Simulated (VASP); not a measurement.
# Mg2S (I4/mcm) in VASP: further runs

The runs below take Mg2S through single point, with PBE.

Program: VASP 6.6.1. These are calculated values, not measurements. Logs are shortened: lines on timing, memory, paths and dates and some standing lists are left out, and cuts for length are marked.

### Step 1. The cell of the first run

The structure is tetragonal, space group I4/mcm (No. 140). The conventional cell has a = 5.926 Å, b = 5.926 Å, c = 6.896 Å, α = 90.00°, β = 90.00°, γ = 90.00°. Within 3.7 Å of Mg (site symmetry m2m) lie 4 S at 2.78 Å and 7 Mg at 3.01 to 3.64 Å. S (site symmetry 422) has 8 Mg at 2.78 Å and 2 S at 3.45 Å within 3.7 Å.

### Step 2. Single point, PBE

INCAR reads:

```
SYSTEM = Mg2S
PREC = Accurate ; ENCUT = 520
EDIFF = 1E-7 ; ISMEAR = 0
SIGMA = 0.1 ; LREAL = .False.
LASPH = .True. ; NELM = 80
ALGO = Normal ; ISIF = 2
LWAVE = .False. ; LCHARG = .False.
GGA = PE ; NBANDS = 19
```

KPOINTS reads:

```
regular mesh
0
Gamma
  4 4 4
  0 0 0
```

POSCAR reads:

```
Mg2S
1.0
   -2.9629919228      2.9629919228      3.4480972887
    2.9629919228     -2.9629919228      3.4480972887
    2.9629919228      2.9629919228     -3.4480972887
Mg S
4 2
Direct
    0.1797834089      0.6797868569      0.8595702658
    0.3202131431      0.1797834089      0.4999965521
    0.6797868569      0.8202165911      0.5000034479
    0.8202165911      0.3202131431      0.1404297342
    0.7500036185      0.7500036185      0.0000000000
    0.2499963815      0.2499963815      0.0000000000
```

Potentials or basis: VASP PAW PBE potentials, release 64 (Mg, S).

On the command line:

```sh
$ cat potpaw_PBE.64/Mg/POTCAR potpaw_PBE.64/S/POTCAR > POTCAR
$ mpirun -np 1 vasp_std > vasp.out
```

OUTCAR:

```text
SYSTEM = Mg2S
   PREC = Accurate
   ENCUT = 520
   EDIFF = 1E-7
   ISMEAR = 0
   LREAL = .False.
   LASPH = .True.
   NELM = 80
   ISIF = 2
   GGA = PE

 ion  position               nearest neighbor table
   1  0.180  0.680  0.860-   6 2.78   5 2.78   6 2.78   5 2.78   4 3.01   3 3.08   2 3.08   3 3.08
                             2 3.08   4 3.64   4 3.64
   2  0.320  0.180  0.500-   5 2.78   6 2.78   6 2.78   5 2.78   3 3.01   4 3.08   1 3.08   4 3.08
                             1 3.08   3 3.64   3 3.64
   3  0.680  0.820  0.500-   6 2.78   5 2.78   5 2.78   6 2.78   2 3.01   1 3.08   4 3.08   1 3.08
                             4 3.08   2 3.64   2 3.64
   4  0.820  0.320  0.140-   6 2.78   5 2.78   5 2.78   6 2.78   1 3.01   2 3.08   3 3.08   2 3.08
                             3 3.08   1 3.64   1 3.64
   5  0.750  0.750  0.000-   4 2.78   1 2.78   2 2.78   3 2.78   3 2.78   2 2.78   4 2.78   1 2.78

   6  0.250  0.250  0.000-   4 2.78   1 2.78   3 2.78   2 2.78   2 2.78   3 2.78   1 2.78   4 2.78

  LATTYP: Found a body centered tetragonal cell.
 ALAT       =     5.9259838456
 C/A-ratio  =     1.1637214608

  Lattice vectors:

 A1 = (  -2.9629919228,   2.9629919228,   3.4480972887)
 A2 = (   2.9629919228,  -2.9629919228,   3.4480972887)
 A3 = (   2.9629919228,   2.9629919228,  -3.4480972887)

Analysis of symmetry for initial positions (statically):
=====================================================================
 Subroutine PRICEL returns:
 Original cell was already a primitive cell.

 Routine SETGRP: Setting up the symmetry group for a
 body centered tetragonal supercell.

 Subroutine GETGRP returns: Found  8 space group operations
 (whereof  8 operations were pure point group operations)
 out of a pool of 16 trial point group operations.

The static configuration has the point symmetry C_4h.

Analysis of symmetry for dynamics (positions and initial velocities):
=====================================================================
 Subroutine PRICEL returns:
 Original cell was already a primitive cell.

 Routine SETGRP: Setting up the symmetry group for a
 body centered tetragonal supercell.

 Subroutine GETGRP returns: Found  8 space group operations
 (whereof  8 operations were pure point group operations)
 out of a pool of 16 trial point group operations.

The dynamic configuration has the point symmetry C_4h.

 Subroutine INISYM returns: Found  8 space group operations
 (whereof  8 operations are pure point group operations),
 and found     1 'primitive' translations

----------------------------------------------------------------------------------------

                                     Primitive cell

  volume of cell :     121.0878

  direct lattice vectors                    reciprocal lattice vectors
    -2.962991923  2.962991923  3.448097289     0.000000000  0.168748351  0.145007509
     2.962991923 -2.962991923  3.448097289     0.168748351  0.000000000  0.145007509
     2.962991923  2.962991923 -3.448097289     0.168748351  0.168748351  0.000000000

  length of vectors
     5.426602729  5.426602729  5.426602729     0.222493109  0.222493109  0.238646206

  position of ions in fractional coordinates (direct lattice)
     0.179783409  0.679786857  0.859570266
     0.320213143  0.179783409  0.499996552
     0.679786857  0.820216591  0.500003448
     0.820216591  0.320213143  0.140429734
     0.750003619  0.750003619  0.000000000
     0.249996381  0.249996381  0.000000000

  ion indices of the primitive-cell ions
   primitive index   ion index
                 1           1
                 2           2
                 3           3
                 4           4
                 5           5
                 6           6

----------------------------------------------------------------------------------------

 KPOINTS: regular mesh

Automatic generation of k-mesh.
 Grid dimensions read from file:
 generate k-points for:    4    4    4

 Generating k-lattice:

  Cartesian coordinates                     Fractional coordinates (reciprocal lattice)
     0.000000000  0.042187088  0.036251877     0.250000000  0.000000000  0.000000000
     0.042187088  0.000000000  0.036251877     0.000000000  0.250000000  0.000000000
     0.042187088  0.042187088  0.000000000     0.000000000  0.000000000  0.250000000

  Length of vectors
     0.055623277  0.055623277  0.059661552

  Shift w.r.t. Gamma in fractional coordinates (k-lattice)
     0.000000000  0.000000000  0.000000000

 Subroutine IBZKPT returns following result:
 ===========================================

 Found     14 irreducible k-points:

 Following reciprocal coordinates:
            Coordinates               Weight
  0.000000  0.000000  0.000000      1.000000
  0.250000  0.000000  0.000000      8.000000
  0.500000  0.000000  0.000000      4.000000
  0.250000  0.250000  0.000000      8.000000
  0.500000  0.250000  0.000000      8.000000
 -0.250000  0.500000  0.000000      8.000000
 -0.250000  0.250000  0.000000      4.000000
  0.500000  0.500000  0.000000      2.000000
  0.250000  0.250000  0.250000      2.000000
 -0.250000  0.250000  0.250000      4.000000
  0.500000  0.500000  0.250000      4.000000
 -0.250000  0.500000  0.250000      8.000000
 -0.250000 -0.250000  0.250000      2.000000
  0.500000  0.500000  0.500000      1.000000
   k-points           NKPTS =     14   k-points in BZ     NKDIM =     14   number of bands    NBANDS=     19
   number of dos      NEDOS =    301   number of ions     NIONS =      6
   total plane-waves  NPLWV =  64000
   dimension x,y,z NGX =    40 NGY =   40 NGZ =   40
   dimension x,y,z NGXF=    80 NGYF=   80 NGZF=   80
   ions per type =               4   2
   NGX,Y,Z   is equivalent  to a cutoff of  12.25, 12.25, 12.25 a.u.
   NGXF,Y,Z  is equivalent  to a cutoff of  24.51, 24.51, 24.51 a.u.
 SYSTEM =  Mg2S
   PREC   = accura    normal or accurate (medium, high low for compatibility)
   ISTART =      0    job   : 0-new  1-cont  2-samecut
   ICHARG =      2    charge: 1-file 2-atom 10-const
   ISPIN  =      1    spin polarized calculation?
   LNONCOLLINEAR =      F non collinear calculations
   LSORBIT =      F    spin-orbit coupling
   LASPH  =      T    aspherical Exc in radial PAW
   ENCUT  =  520.0 eV  38.22 Ry    6.18 a.u.  10.09 10.09 10.09*2*pi/ulx,y,z
   NELM   =     80;   NELMIN=  2; NELMDL= -5     # of ELM steps
   EDIFF  = 0.1E-06   stopping-criterion for ELM
   LREAL  =      F    real-space projection
   EDIFFG = 0.1E-05   stopping-criterion for IOM
   NSW    =      0    number of steps for IOM
   IBRION =     -1    ionic relax: 0-MD 1-quasi-New 2-CG
   NFREE  =      0    steps in history (QN), initial steepest desc. (CG)
   ISIF   =      2    stress and relaxation
   ISYM   =      2    0-nonsym 1-usesym 2-fastsym
   POTIM  = 0.5000    time-step for ionic-motion
   TEBEG  =    0.0;   TEEND  =   0.0 temperature during run
   PSTRESS=    0.0 pullay stress
   NELECT =      20.0000    total number of electrons
   NUPDOWN=      -1.0000    fix difference up-down
   EMIN   =  10.00;   EMAX   =-10.00  energy-range for DOS
   EFERMI =   0.00;   METHOD = LEGACY
   ISMEAR =     0;   SIGMA  =   0.10  broadening in eV -4-tet -1-fermi 0-gaus
   EFERMI_NEDOS =   21; number of points for ismear=-14 and -15
   IALGO  =     38    algorithm
   IMIX   =      4    mixing-type and parameters
     AMIX     =   0.40;   BMIX     =  1.00
     AMIX_MAG =   1.60;   BMIX_MAG =  1.00
  volume/ion in A,a.u.               =      20.18       136.19
  Fermi-wavevector in a.u.,A,eV,Ry     =   0.898224  1.697397 10.977268  0.806806
  Thomas-Fermi vector in A             =   2.020907
   LORBIT       =      0    0 simple, 1 ext, 2 COOP (PROOUT), +10 PAW based schemes
   GGA     = PE    functional components
   LHFCALC =     F    Hartree Fock is set to
   AEXX    =    0.0000 exact exchange contribution
   IVDW    =     0    specifies the selected vdW correction
   LEPSILON=     F    determine dielectric tensor
   LRPA    =     F    only Hartree local field effects (RPA)
 non-spin polarized calculation
 Gauss-broadening in eV      SIGMA  =   0.10
  energy-cutoff  :      520.00
  volume of cell :      121.09
 maximum number of plane-waves:      3272
   NGX = 21   NGY = 21   NGZ = 21

 number of electron      19.9999996 magnetization

 Free energy of the ion-electron system (eV)
  ---------------------------------------------------
  ext. energy  EPLUGINS =         0.00000000
  ---------------------------------------------------
  free energy    TOTEN  =       -17.93442730 eV

  energy without entropy =      -17.93241210  energy(sigma->0) =      -17.93341970

 E-fermi :   4.0850     XC(G=0):  -9.0788

 val. band max:        3.9903491227   @ k =   0.5000   0.5000   0.0000
 cond. band min:       4.1242252265   @ k =   0.0000   0.0000   0.0000
 fundamental gap:      0.1338761038
 Fermi energy:         4.0850187341

 k-point     1 :       0.0000    0.0000    0.0000
  band No.  band energies     occupation
      1      -9.7688      2.00000
      2      -8.5931      2.00000
      3      -1.4218      2.00000
      4      -0.1391      2.00000
      5      -0.1391      2.00000
      6       0.2448      2.00000
[... 11 lines left out ...]
     18      11.3179      0.00000
     19      11.3882      0.00000

 k-point     2 :       0.2500    0.0000    0.0000
  band No.  band energies     occupation
      1      -9.5962      2.00000
      2      -8.7628      2.00000
      3      -1.2060      2.00000
      4      -0.5609      2.00000
      5      -0.3669      2.00000
      6      -0.2699      2.00000
[... 11 lines left out ...]
     18      10.2317      0.00000
     19      10.2923      0.00000

 k-point     3 :       0.5000    0.0000    0.0000
  band No.  band energies     occupation
      1      -9.1781      2.00000
      2      -9.1780      2.00000
      3      -0.9748      2.00000
      4      -0.9747      2.00000
      5      -0.3013      2.00000
      6      -0.3012      2.00000
[... 214 lines left out ...]
      1      -9.3890      2.00000
      2      -8.9682      2.00000
      3      -1.0144      2.00000
      4      -0.9589      2.00000
      5      -0.9589      2.00000
      6       0.0451      2.00000
[... 11 lines left out ...]
     18      10.8556      0.00000
     19      11.3041      0.00000

 k-point    14 :       0.5000    0.5000    0.5000
  band No.  band energies     occupation
      1      -9.2810      2.00000
      2      -8.9118      2.00000
      3      -2.5755      2.00000
      4      -1.5059      2.00000
      5      -1.5059      2.00000
      6       1.1275      2.00000
[... 11 lines left out ...]
     18       9.5826      0.00000
     19      11.2199      0.00000

------------------------ aborting loop because EDIFF is reached ----------------------------------------

  FORCE on cell =-STRESS in cart. coord.  units (eV):
  Direction    XX          YY          ZZ          XY          YZ          ZX
  --------------------------------------------------------------------------------------
  -------------------------------------------------------------------------------------
  Total       -0.1259058     -0.1259058      0.0397345     -0.0000000     -0.0000000      0.0000000
  in kB       -1.6659273     -1.6659273      0.5257483     -0.0000000     -0.0000000      0.0000000
  external PRESSURE =      -0.9353688 kB  Pullay stress =       0.0000000 kB

 VOLUME and BASIS-vectors are now :
 -----------------------------------------------------------------------------
  energy-cutoff  :      520.00
  volume of cell :      121.09
      direct lattice vectors                 reciprocal lattice vectors
    -2.962991923  2.962991923  3.448097289     0.000000000  0.168748351  0.145007509
     2.962991923 -2.962991923  3.448097289     0.168748351  0.000000000  0.145007509
     2.962991923  2.962991923 -3.448097289     0.168748351  0.168748351  0.000000000

 POSITION                                       TOTAL-FORCE (eV/Angst)
 -----------------------------------------------------------------------------------
      4.02841      1.06539      0.00000         0.003981      0.004103     -0.000000
      1.06539      1.89758     -0.00000         0.004103     -0.003981      0.000000
      1.89760      1.06541      3.44810        -0.004103      0.003981     -0.000000
     -1.06541      1.89760      3.44810        -0.003981     -0.004103      0.000000
      0.00000      0.00000      5.17217         0.000000      0.000000     -0.000197
      0.00000      0.00000      1.72402        -0.000000     -0.000000      0.000197
 -----------------------------------------------------------------------------------
    total drift:                                0.000000      0.000000     -0.000000

  FREE ENERGIE OF THE ION-ELECTRON SYSTEM (eV)
  ---------------------------------------------------
  free  energy   TOTEN  =       -17.9344272958 eV

  energy  without entropy=      -17.9324120964  energy(sigma->0) =      -17.93341970
```

Run time: 20 s. Hardware: 1 thread of AMD EPYC 9R45 (Zen 5), shared host; peak memory 0.21 GiB.

What came out:

```yaml
Free_energy: -17.9344 eV
Pressure: -0.1 GPa
Largest_force: 0.006 eV/Å
Band_gap_on_the_k_mesh: zero (band 10 reaches 4.65 eV, above the bottom of band 11 at 3.97 eV)
```

Forces on the atoms (eV/Å):
```
Mg   0.004  0.004  0.000
Mg   0.004 -0.004  0.000
Mg  -0.004  0.004  0.000
Mg  -0.004 -0.004  0.000
S    0.000  0.000  0.000
S    0.000  0.000  0.000
```

Levels at points of the mesh, in eV from the Fermi level:
```csv
k point,band 8,band 9,band 10,band 11,band 12,band 13
"(0.00, 0.00, 0.00)",-3.03,-2.20,-0.12,-0.12,0.04,1.35
"(0.50, 0.00, 0.00)",-4.23,-0.33,-0.33,2.08,2.08,3.11
"(0.50, 0.50, 0.00)",-2.05,-1.96,-0.09,0.54,2.70,3.03
"(0.50, 0.50, 0.50)",-2.22,-1.92,0.57,0.74,2.67,2.67
```

Caveat: the k points lie up to 0.37 Å⁻¹ apart.

### Step 3. Single point, PBE

INCAR reads:

```
ALGO = Normal ; EDIFF = 1E-6
ENCUT = 520 ; GGA = PE
ISIF = 2 ; ISMEAR = 0
LASPH = True ; LCHARG = False
LREAL = False ; LWAVE = False
NBANDS = 19 ; NELM = 60
PREC = Accurate ; SIGMA = 0.1
```

KPOINTS reads:

```
k-points
0
Gamma
  10 10 10
```

POSCAR reads:

```
Mg2S
1.0
   -2.9591297998      2.9591297998      3.4590993275
    2.9591297998     -2.9591297998      3.4590993275
    2.9591297998      2.9591297998     -3.4590993275
Mg S
4 2
Direct
    0.1798924828      0.6798924828      0.8597849655
    0.3201075172      0.1798924828      0.5000000000
    0.6798924828      0.8201075172      0.5000000000
    0.8201075172      0.3201075172      0.1402150345
    0.7500000000      0.7500000000      0.0000000000
    0.2500000000      0.2500000000      0.0000000000
```

Potentials or basis: VASP PAW PBE potentials, release 64 (Mg, S).

On the command line:

```sh
$ cat potpaw_PBE.64/Mg/POTCAR potpaw_PBE.64/S/POTCAR > POTCAR
$ mpirun -np 1 vasp_std > vasp.out
```

Wall time 2.8 min (1 thread of AMD EPYC 9R45 (Zen 5), shared host); peak memory 0.34 GiB.

It converged, with:

```
Free energy            : -17.9416 eV
Pressure               : -0.2 GPa
Largest force          : 0.006 eV/Å
Band gap on the k mesh : zero (band 10 reaches 4.64 eV, above the bottom of band 11 at 3.95 eV)
```

Forces in eV/Å, atoms in the order of the input:
```
Mg   0.004  0.004  0.000
Mg   0.004 -0.004  0.000
Mg  -0.004  0.004  0.000
Mg  -0.004 -0.004  0.000
S    0.000  0.000  0.000
S    0.000  0.000  0.000
```

Levels at points of the mesh, in eV from the Fermi level:
| k point | band 6 | band 7 | band 8 | band 9 | band 10 | band 11 | band 12 | band 13 | band 14 | band 15 |
| --- | --- | --- | --- | --- | --- | --- | --- | --- | --- | --- |
| (0.00, 0.00, 0.00) | -4.01 | -4.01 | -3.20 | -2.43 | -0.30 | -0.30 | -0.14 | 1.18 | 1.51 | 3.16 |
| (0.50, 0.00, 0.00) | -4.56 | -4.42 | -4.42 | -0.51 | -0.51 | 1.89 | 1.89 | 2.93 | 2.93 | 3.47 |
| (0.50, 0.50, 0.00) | -3.71 | -2.96 | -2.27 | -2.15 | -0.27 | 0.37 | 2.54 | 2.87 | 3.66 | 3.75 |
| (0.50, 0.50, 0.50) | -3.14 | -3.14 | -2.38 | -2.14 | 0.39 | 0.57 | 2.49 | 2.49 | 3.25 | 3.42 |
